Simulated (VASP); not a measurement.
Wanted: the native input for a VASP 6.6.1 run.

- Task: single point
- Functional: PBEsol
- Potentials or basis: VASP PAW PBE potentials, release 64 (Ti_sv, Ge_d)
- Cutoff: 500 eV
- k mesh: 6 × 6 × 6
- Occupations: gaussian, width 0.05 eV
- Spin: no spin polarisation
- Dipole correction: no
- Further INCAR settings: ALGO = Normal; EDIFF = 1e-06; NBANDS = 20

The structure of TiGe lies in POSCAR:

```
TiGe
1.0
    0.0000000000      2.8698574526      2.8698574526
    2.8698574526      0.0000000000      2.8698574526
    2.8698574526      2.8698574526      0.0000000000
Ti Ge
1 1
Direct
    0.0000000000      0.0000000000      0.0000000000
    0.2500000000      0.2500000000      0.2500000000
```

One way to write it, as run:

INCAR

```
  PREC = Accurate
  ENCUT = 500
  EDIFF = 1E-6
  ISMEAR = 0
  SIGMA = 0.05
  LREAL = F
  LASPH = T
  NELM = 120
  ALGO = Normal
  ISIF = 2
  LWAVE = F
  LCHARG = F
  GGA = PS
  NBANDS = 20
  GGA_COMPAT = F
```

KPOINTS

```
Automatic mesh
0
Gamma
  6 6 6
```

Potentials or basis: VASP PAW PBE potentials, release 64 (Ti_sv, Ge_d).

The run is started by

```console
$ cat potpaw_PBE.64/Ti_sv/POTCAR potpaw_PBE.64/Ge_d/POTCAR > POTCAR
$ mpirun -np 1 vasp_std > vasp.out
```

It gave:

The pressure is 0.8 GPa and the band gap on the k mesh is 0.14 eV, direct.

Caveat: the PAW data sets were made with another functional, which shifts forces and pressure a little.

It took 30 s on 1 thread of Intel Xeon 8259CL, on a shared host, peak memory 0.17 GiB.
